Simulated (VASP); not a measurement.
A run of VASP 6.6.1 is set up as follows.

Contents of INCAR:

```
PREC = Accurate
ENCUT = 520
EDIFF = 1E-6
ISMEAR = 0
SIGMA = 0.05
LREAL = F
LASPH = T
NELM = 100
ALGO = Normal
ISIF = 2
LWAVE = F
LCHARG = F
GGA = PE
NBANDS = 26
```

File KPOINTS:

```
regular mesh
0
Gamma
  10 10 3
```

The input POSCAR:

```
SiC
1.0
   -3.0941201809      0.0000000000      0.0000000000
   -1.5470600905     -2.6795866790      0.0000000000
   -3.8674955201     -2.2328995796     10.1293391998
Si C
4 4
Direct
    0.1716496451      0.1716496451      0.5940441877
    0.2549663117      0.2549663117      0.0940441877
    0.7132618395      0.7132618395      0.3440995566
    0.2966118395      0.2966118395      0.8440995566
    0.3283406619      0.3283406619      0.4060074460
   -0.4216426714     -0.4216426714      0.9060074460
   -0.1305346198     -0.1305346198      0.1566478097
   -0.5471846198     -0.5471846198      0.6566478097
```

Potentials or basis: VASP PAW PBE potentials, release 64 (Si, C).

Command:

```sh
$ cat potpaw_PBE.64/Si/POTCAR potpaw_PBE.64/C/POTCAR > POTCAR
$ mpirun -np 1 vasp_std > vasp.out
```

(1) What does it give for the band gap on the k mesh?

(2) Predict the largest force.

Results:

(1) 0.74 eV, indirect (least direct gap 1.85 eV).

(2) 2.050 eV/Å.

Caveat: forces of over 1 eV/Å act on the atoms, so gaps and moduli don't describe the material at rest.
